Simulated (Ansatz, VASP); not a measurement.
## Two plane-wave programs on KCl

```
K Cl
1.0
     0.00000    3.15390    3.15390
     3.15390    0.00000    3.15390
     3.15390    3.15390    0.00000
K Cl
1 1
Direct
  0.00000 0.00000 0.00000
  0.50000 0.50000 0.50000
```

Alike in both runs: task single point; functional revPBE; k mesh 5 × 5 × 5; occupations methfessel-paxton of order 1, width 0.0166 eV; no spin polarisation.

```csv
,VASP,Ansatz
version,VASP 6.6.1,Ansatz 0.2.0
potentials or method,"VASP PAW PBE potentials, release 64 (K_sv, Cl), cutoff 520 eV",PAW plane waves
valence electrons in the cell,16,16
```

|  | VASP | Ansatz | Ansatz less VASP |
| --- | --- | --- | --- |
| gap on the k mesh at the Fermi level (eV) | 5.48 | 5.48 | -0.001 |
| pressure (GPa) | 1.9 | 1.9 | -0.03 |

VASP's potentials were made for PBE, not for revPBE.
